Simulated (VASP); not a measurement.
A run of VASP 6.6.1:

Contents of POSCAR:

```
In
1.0
    3.0909441805      0.0000000000      0.0000000000
    0.0000000000      3.0909441805      0.0000000000
    0.0000000000      0.0000000000      3.0909441805
In
1
Direct
    0.0000000000      0.0000000000      0.0000000000
```

File INCAR.step1:

```
PREC = Accurate ; ENCUT = 520
EDIFF = 1E-5 ; ISMEAR = -1
SIGMA = 0.1 ; LREAL = False
LASPH = True ; NELM = 60
ALGO = Normal ; ISIF = 2
LWAVE = True ; NBANDS = 12
GGA = PE
```

Contents of INCAR.step2:

```
PREC = Accurate ; ENCUT = 520
EDIFF = 1E-7 ; ISMEAR = -1
SIGMA = 0.1 ; LREAL = False
LASPH = True ; NELM = 60
ALGO = Normal ; ISIF = 2
LWAVE = False ; LCHARG = True
GGA = PE ; LHFCALC = True
HFSCREEN = 0.2079 ; PRECFOCK = Normal
LELF = True ; LVHAR = True
NBANDS = 12 ; ISTART = 1
```

KPOINTS

```
Automatic mesh
0
Gamma
  5 5 5
```

Potentials or basis: VASP PAW PBE potentials, release 64 (In_d).

The run is started by

```bash
$ cat potpaw_PBE.64/In_d/POTCAR > POTCAR
$ cp INCAR.step1 INCAR
$ mpirun -np 1 vasp_std > vasp.out
$ cp INCAR.step2 INCAR
$ mpirun -np 1 vasp_std > vasp.out
```

Hardware: 1 thread of Intel Xeon 8259CL, with other jobs on the host.

Task: Estimate the wall time of this run.

Result: It took 9.5 min on 1 thread of Intel Xeon 8259CL, with other jobs on the host, peak memory 0.24 GiB. Counts: k points 10.
